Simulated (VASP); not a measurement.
# Rb (Fmmm) in VASP: single point with LDA

Aim: the single point of Rb with LDA.

Program: VASP 6.6.1. These are calculated values, not measurements. Logs are shortened: lines on timing, memory, paths and dates and some standing lists are left out, and cuts for length are marked.

## 1. The cell of the first run

Symmetry: Fmmm, No. 69, orthorhombic system. The conventional cell has a = 5.388 Å, b = 7.887 Å, c = 8.153 Å, α = 90.00°, β = 90.00°, γ = 90.00°.

## 2. Single point, LDA

INCAR

```
SYSTEM = Rb
ALGO = Fast
EDIFF = 1E-6
ENCUT = 520
GGA = CA
ISIF = 2
ISMEAR = 0
LASPH = .TRUE.
LCHARG = .FALSE.
LREAL = .FALSE.
LWAVE = .FALSE.
NBANDS = 10
NELM = 60
PREC = Accurate
SIGMA = 0.15
```

KPOINTS

```
k-points
0
G
  12 12 12
  0 0 0
```

POSCAR

```
Rb
1.0
   -2.8826298374      2.8826298374      2.6940465770
    2.8826298374     -2.8826298374      2.6940465770
    2.7883382072      2.7883382072     -2.6940465770
Rb
1
Direct
    0.0000000000      0.0000000000      0.0000000000
```

Potentials or basis: VASP PAW LDA potentials, release 64 (Rb_sv).

Launch:

```console
> cat potpaw_LDA.64/Rb_sv/POTCAR > POTCAR
> mpirun -np 1 vasp_std > vasp.out
```

OUTCAR:

```text
SYSTEM = Rb
   EDIFF = 1E-6
   ENCUT = 520
   GGA = CA
   ISIF = 2
   ISMEAR = 0
   LASPH = .TRUE.
   LREAL = .FALSE.
   NELM = 60
   PREC = Accurate

 ion  position               nearest neighbor table
   1  0.000  0.000  0.000-

  LATTYP: Found a face centered orthorhombic cell.
 ALAT       =     5.3880931540
 B/A-ratio  =     1.4637110371
 C/A-ratio  =     1.5132085117

  Lattice vectors:

 A1 = (  -0.0942916302,   5.6709680446,   0.0000000000)
 A2 = (  -2.8826298374,   2.8826298374,   2.6940465770)
 A3 = (   2.7883382072,   2.7883382072,   2.6940465770)

Analysis of symmetry for initial positions (statically):
=====================================================================
 Subroutine PRICEL returns:
 Original cell was already a primitive cell.

 Routine SETGRP: Setting up the symmetry group for a
 face centered orthorhombic supercell.

 Subroutine GETGRP returns: Found  8 space group operations
 (whereof  8 operations were pure point group operations)
 out of a pool of  8 trial point group operations.

The static configuration has the point symmetry D_2h.

Analysis of symmetry for dynamics (positions and initial velocities):
=====================================================================
 Subroutine PRICEL returns:
 Original cell was already a primitive cell.

 Routine SETGRP: Setting up the symmetry group for a
 face centered orthorhombic supercell.

 Subroutine GETGRP returns: Found  8 space group operations
 (whereof  8 operations were pure point group operations)
 out of a pool of  8 trial point group operations.

The dynamic configuration has the point symmetry D_2h.

 Subroutine INISYM returns: Found  8 space group operations
 (whereof  8 operations are pure point group operations),
 and found     1 'primitive' translations

----------------------------------------------------------------------------------------

                                     Primitive cell

  volume of cell :      86.6163

  direct lattice vectors                    reciprocal lattice vectors
    -2.882629837  2.882629837  2.694046577     0.002932776  0.176385500  0.185594416
     2.882629837 -2.882629837  2.694046577     0.176385500  0.002932776  0.185594416
     2.788338207  2.788338207 -2.694046577     0.179318276  0.179318276  0.000000000

  length of vectors
     4.886409369  4.886409369  4.775724749     0.256058066  0.256058066  0.253594338

  position of ions in fractional coordinates (direct lattice)
     0.000000000  0.000000000  0.000000000

  ion indices of the primitive-cell ions
   primitive index   ion index
                 1           1

----------------------------------------------------------------------------------------

 KPOINTS: k-points

Automatic generation of k-mesh.
 Grid dimensions read from file:
 generate k-points for:   12   12   12

 Generating k-lattice:

  Cartesian coordinates                     Fractional coordinates (reciprocal lattice)
     0.000244398  0.014698792  0.015466201     0.083333333  0.000000000 -0.000000000
     0.014698792  0.000244398  0.015466201     0.000000000  0.083333333 -0.000000000
     0.014943190  0.014943190  0.000000000     0.000000000  0.000000000  0.083333333

  Length of vectors
     0.021338172  0.021338172  0.021132861

  Shift w.r.t. Gamma in fractional coordinates (k-lattice)
     0.000000000  0.000000000  0.000000000

 Subroutine IBZKPT returns following result:
 ===========================================

 Found    280 irreducible k-points:

 Following reciprocal coordinates:
            Coordinates               Weight
  0.000000  0.000000  0.000000      1.000000
  0.083333  0.000000 -0.000000      8.000000
  0.166667 -0.000000  0.000000      8.000000
  0.250000  0.000000 -0.000000      8.000000
  0.333333  0.000000 -0.000000      8.000000
  0.416667  0.000000 -0.000000      8.000000
[... 16 lines left out ...]
  0.500000  0.166667 -0.000000      8.000000
 -0.416667  0.166667  0.000000      8.000000
 [... further k-points ...]
   k-points           NKPTS =    280   k-points in BZ     NKDIM =    280   number of bands    NBANDS=     10
   number of dos      NEDOS =    301   number of ions     NIONS =      1
   total plane-waves  NPLWV =  46656
   dimension x,y,z NGX =    36 NGY =   36 NGZ =   36
   dimension x,y,z NGXF=    72 NGYF=   72 NGZF=   72
   ions per type =               1
   NGX,Y,Z   is equivalent  to a cutoff of  12.25, 12.25, 12.53 a.u.
   NGXF,Y,Z  is equivalent  to a cutoff of  24.50, 24.50, 25.06 a.u.
 SYSTEM =  Rb
   PREC   = accura    normal or accurate (medium, high low for compatibility)
   ISTART =      0    job   : 0-new  1-cont  2-samecut
   ICHARG =      2    charge: 1-file 2-atom 10-const
   ISPIN  =      1    spin polarized calculation?
   LNONCOLLINEAR =      F non collinear calculations
   LSORBIT =      F    spin-orbit coupling
   LASPH  =      T    aspherical Exc in radial PAW
   ENCUT  =  520.0 eV  38.22 Ry    6.18 a.u.   9.09  9.09  8.88*2*pi/ulx,y,z
   NELM   =     60;   NELMIN=  2; NELMDL= -5     # of ELM steps
   EDIFF  = 0.1E-05   stopping-criterion for ELM
   LREAL  =      F    real-space projection
   EDIFFG = 0.1E-04   stopping-criterion for IOM
   NSW    =      0    number of steps for IOM
   IBRION =     -1    ionic relax: 0-MD 1-quasi-New 2-CG
   NFREE  =      0    steps in history (QN), initial steepest desc. (CG)
   ISIF   =      2    stress and relaxation
   ISYM   =      2    0-nonsym 1-usesym 2-fastsym
   POTIM  = 0.5000    time-step for ionic-motion
   TEBEG  =    0.0;   TEEND  =   0.0 temperature during run
   PSTRESS=    0.0 pullay stress
   NELECT =       9.0000    total number of electrons
   NUPDOWN=      -1.0000    fix difference up-down
   EMIN   =  10.00;   EMAX   =-10.00  energy-range for DOS
   EFERMI =   0.00;   METHOD = LEGACY
   ISMEAR =     0;   SIGMA  =   0.15  broadening in eV -4-tet -1-fermi 0-gaus
   EFERMI_NEDOS =   21; number of points for ismear=-14 and -15
   IALGO  =     68    algorithm
   IMIX   =      4    mixing-type and parameters
     AMIX     =   0.40;   BMIX     =  1.00
     AMIX_MAG =   1.60;   BMIX_MAG =  1.00
  volume/ion in A,a.u.               =      86.62       584.52
  Fermi-wavevector in a.u.,A,eV,Ry     =   0.769643  1.454414  8.059411  0.592350
  Thomas-Fermi vector in A             =   1.870676
   LORBIT       =      0    0 simple, 1 ext, 2 COOP (PROOUT), +10 PAW based schemes
   GGA     = CA    functional components
   LHFCALC =     F    Hartree Fock is set to
   AEXX    =    0.0000 exact exchange contribution
   IVDW    =     0    specifies the selected vdW correction
   LEPSILON=     F    determine dielectric tensor
   LRPA    =     F    only Hartree local field effects (RPA)
 non-spin polarized calculation
 RMM-DIIS sequential band-by-band and
 Gauss-broadening in eV      SIGMA  =   0.15
  energy-cutoff  :      520.00
  volume of cell :       86.62
 maximum number of plane-waves:      2357
   NGX = 19   NGY = 19   NGZ = 17

 number of electron       9.0000000 magnetization

 Free energy of the ion-electron system (eV)
  ---------------------------------------------------
  ext. energy  EPLUGINS =         0.00000000
  ---------------------------------------------------
  free energy    TOTEN  =        -1.05403158 eV

  energy without entropy =       -1.04303381  energy(sigma->0) =       -1.04853270

 E-fermi :  -0.1053     XC(G=0):  -5.8046

 val. band max:       -0.1060035194   @ k =   0.5000   0.1667  -0.0000
 cond. band min:      -0.1028052121   @ k =   0.3333   0.0833   0.0833
 fundamental gap:      0.0031983073
 Fermi energy:        -0.1052637328

 k-point     1 :       0.0000    0.0000    0.0000
  band No.  band energies     occupation
      1     -28.8707      2.00000
      2     -12.9689      2.00000
      3     -12.9651      2.00000
      4     -12.9626      2.00000
      5      -2.1498      2.00000
      6       3.3305      0.00000
      7       3.5411      0.00000
      8       3.7026      0.00000
      9       4.3634      0.00000
     10       4.7199      0.00000

 k-point     2 :       0.0833    0.0000   -0.0000
  band No.  band energies     occupation
      1     -28.8704      2.00000
      2     -12.9741      2.00000
      3     -12.9692      2.00000
      4     -12.9643      2.00000
      5      -2.0616      2.00000
      6       3.2904      0.00000
      7       3.4638      0.00000
      8       3.6528      0.00000
      9       4.3075      0.00000
     10       4.5749      0.00000

 k-point     3 :       0.1667   -0.0000    0.0000
  band No.  band energies     occupation
      1     -28.8693      2.00000
      2     -12.9955      2.00000
      3     -12.9764      2.00000
      4     -12.9655      2.00000
      5      -1.8029      2.00000
      6       3.0342      0.00000
      7       3.0715      0.00000
      8       3.8055      0.00000
      9       4.3012      0.00000
     10       4.4608      0.00000

 k-point     4 :       0.2500    0.0000   -0.0000
  band No.  band energies     occupation
      1     -28.8679      2.00000
      2     -13.0253      2.00000
      3     -12.9862      2.00000
      4     -12.9662      2.00000
      5      -1.3925      2.00000
      6       2.4206      0.00000
      7       2.7902      0.00000
      8       4.1623      0.00000
      9       4.4242      0.00000
     10       4.4573      0.00000
[... 222 lines left out ...]
 k-point    22 :       0.4167    0.1667   -0.0000
  band No.  band energies     occupation
      1     -28.8649      2.00000
      2     -13.0736      2.00000
      3     -13.0154      2.00000
      4     -12.9744      2.00000
      5       0.3839      0.00000
      6       0.8799      0.00000
      7       1.9955      0.00000
      8       3.8953      0.00000
      9       4.9688      0.00000
     10       5.1370      0.00000

 k-point    23 :       0.5000    0.1667   -0.0000
  band No.  band energies     occupation
      1     -28.8654      2.00000
      2     -13.0648      2.00000
      3     -13.0132      2.00000
      4     -12.9735      2.00000
      5      -0.1060      1.00557
      6       1.3370      0.00000
      7       2.0425      0.00000
      8       4.0278      0.00000
      9       4.7497      0.00000
     10       5.1389      0.00000

 k-point    24 :      -0.4167    0.1667    0.0000
  band No.  band energies     occupation
      1     -28.8663      2.00000
      2     -13.0495      2.00000
      3     -13.0029      2.00000
      4     -12.9719      2.00000
      5      -0.6947      2.00000
      6       1.8193      0.00000
      7       2.2454      0.00000
      8       4.2724      0.00000
      9       4.4651      0.00000
     10       5.0067      0.00000

 [... further k-points ...]

------------------------ aborting loop because EDIFF is reached ----------------------------------------

  FORCE on cell =-STRESS in cart. coord.  units (eV):
  Direction    XX          YY          ZZ          XY          YZ          ZX
  --------------------------------------------------------------------------------------
  -------------------------------------------------------------------------------------
  Total       -0.1718481     -0.1718481     -0.1665394      0.0329583      0.0000000      0.0000000
  in kB       -3.1787462     -3.1787462     -3.0805485      0.6096432      0.0000000      0.0000000
  external PRESSURE =      -3.1460137 kB  Pullay stress =       0.0000000 kB

 VOLUME and BASIS-vectors are now :
 -----------------------------------------------------------------------------
  energy-cutoff  :      520.00
  volume of cell :       86.62
      direct lattice vectors                 reciprocal lattice vectors
    -2.882629837  2.882629837  2.694046577     0.002932776  0.176385500  0.185594416
     2.882629837 -2.882629837  2.694046577     0.176385500  0.002932776  0.185594416
     2.788338207  2.788338207 -2.694046577     0.179318276  0.179318276  0.000000000

 POSITION                                       TOTAL-FORCE (eV/Angst)
 -----------------------------------------------------------------------------------
      0.00000      0.00000      0.00000         0.000000     -0.000000      0.000000
 -----------------------------------------------------------------------------------
    total drift:                               -0.000000     -0.000000      0.000000

  FREE ENERGIE OF THE ION-ELECTRON SYSTEM (eV)
  ---------------------------------------------------
  free  energy   TOTEN  =        -1.0540315842 eV

  energy  without entropy=       -1.0430338078  energy(sigma->0) =       -1.04853270
```

It took 3 min on 1 thread of Oxide Virtual Turin-like, shared host; peak memory 0.3 GiB.

Results:

| Quantity | Value |
| --- | --- |
| Free energy | -1.0540 eV |
| Pressure | -0.3 GPa |
| Band gap on the k mesh | zero (an odd number of electrons rules out a gap without spin polarisation) |

Stress tensor (GPa, compression positive):
```
-0.32  0.06  0.00
 0.06 -0.32  0.00
 0.00  0.00 -0.31
```

Levels at points of the mesh, in eV from the Fermi level:
```csv
k point,band 2,band 3,band 4,band 5,band 6,band 7
"(0.00, 0.00, 0.00)",-12.86,-12.86,-12.86,-2.04,3.44,3.65
"(0.50, 0.00, 0.00)",-12.98,-12.90,-12.86,0.23,0.92,2.45
"(0.50, 0.50, 0.00)",-12.97,-12.89,-12.86,0.06,0.73,2.73
"(0.00, 0.00, 0.50)",-12.99,-12.90,-12.86,0.20,0.88,2.74
"(0.50, 0.50, 0.50)",-12.96,-12.94,-12.94,1.19,1.31,3.21
```
